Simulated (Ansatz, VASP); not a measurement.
Hf in VASP and in Ansatz

INCAR

```
ALGO = Normal
EDIFF = 1E-6
ENCUT = 520
GGA = PE
ISIF = 2
ISMEAR = -1
LASPH = T
LCHARG = T
LELF = T
LREAL = F
LVHAR = T
LWAVE = F
NBANDS = 11
NELM = 60
PREC = Accurate
SIGMA = 0.01
```

The input KPOINTS:

```
k-points
0
Gamma
  13 13 13
```

File POSCAR:

```
Hf
1.0
    0.0000000000      2.2424017020      2.2424017020
    2.2424017020      0.0000000000      2.2424017020
    2.2424017020      2.2424017020      0.0000000000
Hf
1
Direct
    0.0000000000      0.0000000000      0.0000000000
```

Input for Ansatz:

```yaml
crystal:
  lattice:
    - [0.0, 2.242401702, 2.242401702]
    - [2.242401702, 0.0, 2.242401702]
    - [2.242401702, 2.242401702, 0.0]
  atoms:
    - { symbol: Hf, position: [0.0, 0.0, 0.0] }
kpoints:
  mp_grid: { grid: [13, 13, 13] }
scf:
  occupations: { method: fermi_dirac, width: 0.01 }
hamiltonian:
  xc: pbe
  pseudopotentials: { kind: all_electron, lapw: { basis_error: 0.00025 } }
output:
  forces: true
  stress: true
  eigenvalues: true
```

Alike in both runs: task single point; functional PBE; k mesh 13 × 13 × 13; occupations fermi-dirac, width 0.01 eV; no spin polarisation.

|  | VASP | Ansatz |
| --- | --- | --- |
| version | VASP 6.6.1 | Ansatz 0.2.0 |
| potentials or method | VASP PAW PBE potentials, release 64 (Hf_pv), cutoff 520 eV | all-electron LAPW, scalar-relativistic |

|  | VASP | Ansatz | Ansatz less VASP |
| --- | --- | --- | --- |
| pressure (GPa) | -0.5 | -0.1 | +0.43 |

Ansatz ran all-electron here, and VASP with PAW potentials.

Spin-orbit coupling is off throughout.
